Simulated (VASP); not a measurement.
# Lu2ZrAgBi (Cmcm) in VASP: single point with PBE

Aim: the single point of Lu2ZrAgBi with PBE.

Program: VASP 6.6.1. These are calculated values, not measurements. Logs are shortened: lines on timing, memory, paths and dates and some standing lists are left out, and cuts for length are marked.

### 1 The cell of the first run

The structure is orthorhombic, space group Cmcm (No. 63). The conventional cell has a = 4.689 Å, b = 9.777 Å, c = 11.263 Å, α = 90.00°, β = 90.00°, γ = 90.00°. Lu (site symmetry m) has 3 Ag at 3.02 to 3.42 Å and 4 Bi at 3.28 to 3.94 Å and 3 Zr at 3.40 to 3.71 Å and 4 Lu at 3.49 to 3.80 Å within 4.0 Å. Bi (site symmetry m2m) has 3 Zr at 2.98 to 3.05 Å and 8 Lu at 3.28 to 3.94 Å and 6 Ag at 4.11 to 4.13 Å within 4.2 Å. Within 3.7 Å of Ag (site symmetry 2/m) lie 2 Zr at 2.82 Å and 6 Lu at 3.02 to 3.42 Å. Within 3.8 Å of Zr (site symmetry m2m) lie 2 Ag at 2.82 Å and 3 Bi at 2.98 to 3.05 Å and 6 Lu at 3.40 to 3.71 Å.

### 2 Single point, PBE

Input file INCAR:

```
ALGO = Normal
EDIFF = 1E-6
ENCUT = 600
GGA = PE
GGA_COMPAT = F
ISIF = 2
ISMEAR = -1
KPAR = 4
LASPH = T
LCHARG = T
LREAL = F
LVHAR = T
LWAVE = F
NBANDS = 99
NELM = 120
PREC = Accurate
SIGMA = 0.1
```

Input file KPOINTS:

```
k-points
0
Gamma
  6 6 3
```

Input file POSCAR:

```
Lu2ZrAgBi
1.0
    4.6892031690     -0.0000001740      0.0000000000
    2.3446014032     -4.8882895237      0.0000000000
    0.0000000000      0.0000000000    -11.2634736683
Lu Bi Ag Zr
4 2 2 2
Direct
    0.3343211026      0.3313577948      0.4118883550
    0.6656788974      0.6686422052      0.9118883550
    0.6656788974      0.6686422052      0.5881116450
    0.3343211026      0.3313577948      0.0881116450
    0.3085492044      0.3829015911      0.7500000000
    0.6914507956      0.6170984089      0.2500000000
    0.0000000000      0.0000000000      0.5000000000
    0.0000000000      0.0000000000      0.0000000000
    0.9963963743      0.0072072515      0.7500000000
    0.0036036257      0.9927927485      0.2500000000
```

Potentials or basis: VASP PAW PBE potentials, release 64 (Lu, Bi_d, Ag, Zr_sv).

Command:

```console
cat potpaw_PBE.64/Lu/POTCAR potpaw_PBE.64/Bi_d/POTCAR potpaw_PBE.64/Ag/POTCAR potpaw_PBE.64/Zr_sv/POTCAR > POTCAR
mpirun -np 4 vasp_std > vasp.out
```

OUTCAR:

```text
EDIFF = 1E-6
   ENCUT = 600
   GGA = PE
   ISIF = 2
   ISMEAR = -1
   LASPH = T
   LREAL = F
   NELM = 120
   PREC = Accurate

 ion  position               nearest neighbor table
   1  0.334  0.331  0.412-   7 3.02   7 3.02   6 3.28   6 3.28  10 3.40  10 3.40   7 3.42   3 3.49
                             3 3.49   4 3.65  10 3.71   3 3.80   5 3.82
   2  0.666  0.669  0.912-   8 3.02   8 3.02   5 3.28   5 3.28   9 3.40   9 3.40   8 3.42   4 3.49
                             4 3.49   3 3.65   9 3.71   4 3.80   6 3.82
   3  0.666  0.669  0.588-   7 3.02   7 3.02   5 3.28   5 3.28   9 3.40   9 3.40   7 3.42   1 3.49
                             1 3.49   2 3.65   9 3.71   1 3.80   6 3.82
   4  0.334  0.331  0.088-   8 3.02   8 3.02   6 3.28   6 3.28  10 3.40  10 3.40   8 3.42   2 3.49
                             2 3.49   1 3.65  10 3.71   2 3.80   5 3.82
   5  0.309  0.383  0.750-   9 2.98   9 2.98   9 3.05   2 3.28   3 3.28   3 3.28   2 3.28   4 3.82
                             1 3.82
   6  0.691  0.617  0.250-  10 2.98  10 2.98  10 3.05   4 3.28   1 3.28   4 3.28   1 3.28   2 3.82
                             3 3.82
   7  0.000  0.000  0.500-   9 2.82  10 2.82   3 3.02   1 3.02   3 3.02   1 3.02   1 3.42   3 3.42

   8  0.000  0.000  0.000-   9 2.82  10 2.82   2 3.02   4 3.02   4 3.02   2 3.02   4 3.42   2 3.42

   9  0.996  0.007  0.750-   7 2.82   8 2.82   5 2.98   5 2.98   5 3.05   3 3.40   2 3.40   3 3.40
                             2 3.40   3 3.71   2 3.71
  10  0.004  0.993  0.250-   7 2.82   8 2.82   6 2.98   6 2.98   6 3.05   1 3.40   4 3.40   4 3.40
                             1 3.40   1 3.71   4 3.71

  LATTYP: Found a base centered orthorhombic cell.
 ALAT       =     4.6892031690
 B/A-ratio  =     2.0849126218
 C/A-ratio  =     2.4020016328

  Lattice vectors:

 A1 = (   2.3446017658,   4.8882893497,   0.0000000000)
 A2 = (   2.3446014032,  -4.8882895237,   0.0000000000)
 A3 = (   0.0000000000,   0.0000000000, -11.2634736683)

Analysis of symmetry for initial positions (statically):
=====================================================================
 Subroutine PRICEL returns:
 Original cell was already a primitive cell.

 Routine SETGRP: Setting up the symmetry group for a
 base centered orthorhombic supercell.

 Subroutine GETGRP returns: Found  8 space group operations
 (whereof  4 operations were pure point group operations)
 out of a pool of  8 trial point group operations.

The static configuration has the point symmetry C_2h.
 The point group associated with its full space group is D_2h.

Analysis of symmetry for dynamics (positions and initial velocities):
[... 138 lines left out ...]
   PSTRESS=    0.0 pullay stress
   NELECT =     176.0000    total number of electrons
   NUPDOWN=      -1.0000    fix difference up-down
   EMIN   =  10.00;   EMAX   =-10.00  energy-range for DOS
   EFERMI =   0.00;   METHOD = LEGACY
   ISMEAR =    -1;   SIGMA  =   0.10  broadening in eV -4-tet -1-fermi 0-gaus
   EFERMI_NEDOS =   21; number of points for ismear=-14 and -15
   IALGO  =     38    algorithm
   IMIX   =      4    mixing-type and parameters
     AMIX     =   0.40;   BMIX     =  1.00
     AMIX_MAG =   1.60;   BMIX_MAG =  1.00
  volume/ion in A,a.u.               =      25.82       174.23
  Fermi-wavevector in a.u.,A,eV,Ry     =   1.440798  2.722713 28.244300  2.075897
  Thomas-Fermi vector in A             =   2.559501
   LORBIT       =      0    0 simple, 1 ext, 2 COOP (PROOUT), +10 PAW based schemes
   GGA     = PE    functional components
   LHFCALC =     F    Hartree Fock is set to
   AEXX    =    0.0000 exact exchange contribution
   IVDW    =     0    specifies the selected vdW correction
   LEPSILON=     F    determine dielectric tensor
   LRPA    =     F    only Hartree local field effects (RPA)
 non-spin polarized calculation
  energy-cutoff  :      600.00
  volume of cell :      258.18
 maximum number of plane-waves:      8658
 NGX is ok and might be reduce to    40
   NGX = 19   NGY = 21   NGZ = 45

 number of electron     176.0000002 magnetization

 Free energy of the ion-electron system (eV)
  ---------------------------------------------------
  ext. energy  EPLUGINS =         0.00000000
  ---------------------------------------------------
  free energy    TOTEN  =       -49.95552152 eV

  energy without entropy =      -49.64471111  energy(sigma->0) =      -49.80011631

 E-fermi :   5.9108     XC(G=0): -10.8557

 val. band max:        5.9097244908   @ k =   0.0000   0.3333   0.0000
 cond. band min:       5.9149808471   @ k =  -0.3333   0.3333   0.3333
 fundamental gap:      0.0052563563
 Fermi energy:         5.9108272496

 k-point     1 :       0.0000    0.0000    0.0000
  band No.  band energies     occupation
      1     -50.8284      2.00000
      2     -50.8262      2.00000
      3     -50.8187      2.00000
      4     -50.8164      2.00000
      5     -43.2423      2.00000
      6     -43.2419      2.00000
[... 2437 lines left out ...]
     98       7.4317      0.00000
     99       8.2058      0.00000

 [... further k-points ...]

------------------------ aborting loop because EDIFF is reached ----------------------------------------

  FORCE on cell =-STRESS in cart. coord.  units (eV):
  Direction    XX          YY          ZZ          XY          YZ          ZX
  --------------------------------------------------------------------------------------
  -------------------------------------------------------------------------------------
  Total        0.1559812      0.1406417      0.2088106     -0.0000000      0.0000000      0.0000000
  in kB        0.9679537      0.8727628      1.2957908     -0.0000000      0.0000000      0.0000000
  external PRESSURE =       1.0455024 kB  Pullay stress =       0.0000000 kB

 VOLUME and BASIS-vectors are now :
 -----------------------------------------------------------------------------
  energy-cutoff  :      600.00
  volume of cell :      258.18
      direct lattice vectors                 reciprocal lattice vectors
     4.689203169 -0.000000174  0.000000000     0.213255852  0.102285261  0.000000000
     2.344601403 -4.888289524  0.000000000    -0.000000008 -0.204570538  0.000000000
     0.000000000  0.000000000-11.263473668     0.000000000  0.000000000 -0.088782558

 POSITION                                       TOTAL-FORCE (eV/Angst)
 -----------------------------------------------------------------------------------
      2.34460     -1.61977     -4.63929        -0.000000     -0.002399      0.004234
      4.68920     -3.26852    -10.27103         0.000000      0.002399      0.004234
      4.68920     -3.26852     -6.62418         0.000000      0.002399     -0.004234
      2.34460     -1.61977     -0.99244        -0.000000     -0.002399     -0.004234
      2.34460     -1.87173     -8.44761         0.000000      0.002599     -0.000000
      4.68920     -3.01656     -2.81587        -0.000000     -0.002599     -0.000000
      0.00000      0.00000     -5.63174         0.000000     -0.000000      0.000000
      0.00000      0.00000      0.00000        -0.000000     -0.000000      0.000000
      4.68920     -0.03523     -8.44761        -0.000000     -0.001922      0.000000
      2.34460     -4.85306     -2.81587         0.000000      0.001922      0.000000
 -----------------------------------------------------------------------------------
    total drift:                               -0.000001      0.000001      0.000000

  FREE ENERGIE OF THE ION-ELECTRON SYSTEM (eV)
  ---------------------------------------------------
  free  energy   TOTEN  =       -49.9555215168 eV

  energy  without entropy=      -49.6447111123  energy(sigma->0) =      -49.80011631
```

It took 9.3 min on 4 MPI ranks of Intel Xeon Platinum 8259CL at 2.50GHz (Skylake/Cascade Lake), shared host; peak memory 0.92 GiB.

Results:

```yaml
Free_energy: -49.9555 eV
Pressure: 0.1 GPa
Largest_force: 0.005 eV/Å
Band_gap_on_the_k_mesh: zero (bands 88 and 89 overlap by 0.27 eV)
```

Forces in eV/Å, atoms in the order of the input:
```
Lu   0.000 -0.002  0.004
Lu   0.000  0.002  0.004
Lu   0.000  0.002 -0.004
Lu   0.000 -0.002 -0.004
Bi   0.000  0.003  0.000
Bi   0.000 -0.003  0.000
Ag   0.000  0.000  0.000
Ag   0.000  0.000  0.000
Zr   0.000 -0.002  0.000
Zr   0.000  0.002  0.000
```

Levels at points of the mesh, in eV from the Fermi level:
| k point | band 84 | band 85 | band 86 | band 87 | band 88 | band 89 | band 90 | band 91 | band 92 | band 93 |
| --- | --- | --- | --- | --- | --- | --- | --- | --- | --- | --- |
| (0.00, 0.00, 0.00) | -1.02 | -0.75 | -0.56 | -0.19 | 0.06 | 0.25 | 0.29 | 0.39 | 0.40 | 0.48 |
| (0.50, 0.00, 0.00) | -1.06 | -0.85 | -0.72 | -0.70 | -0.10 | 0.13 | 0.15 | 0.45 | 0.51 | 0.53 |
| (0.00, 0.50, 0.00) | -0.89 | -0.84 | -0.41 | -0.27 | -0.26 | -0.06 | 0.20 | 0.80 | 1.04 | 1.05 |

Caveat: spin-orbit coupling is left out, which moves the levels of the heavy elements.
